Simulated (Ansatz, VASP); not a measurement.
# GaAs in VASP and in Ansatz

```
Ga As
1.0
     0.00000    2.87190    2.80001
     2.87190    0.00000    2.80001
     2.87190    2.87190    0.00000
Ga As
1 1
Direct
  0.00000 0.00000 0.00000
  0.25000 0.25000 0.25000
```

Change from the starting cell: epitaxial_xy strain +1.4%.

Alike in both runs: task single point; functional PBE; k mesh 8 × 8 × 8; occupations fermi-dirac, width 0.02 eV; no spin polarisation.

```csv
,VASP,Ansatz
version,VASP 6.6.1,Ansatz 0.2.0
potentials or method,"VASP PAW PBE potentials, release 64 (Ga_d, As_d)","plane waves, PAW"
plane-wave cutoff (eV),510,420
valence electrons in the cell,28,28
```

```csv
,VASP,Ansatz,Ansatz less VASP
pressure (GPa),1.6,1.7,+0.05
"traceless stress, the component that is largest in VASP (GPa)",0.95,0.95,0.000
```
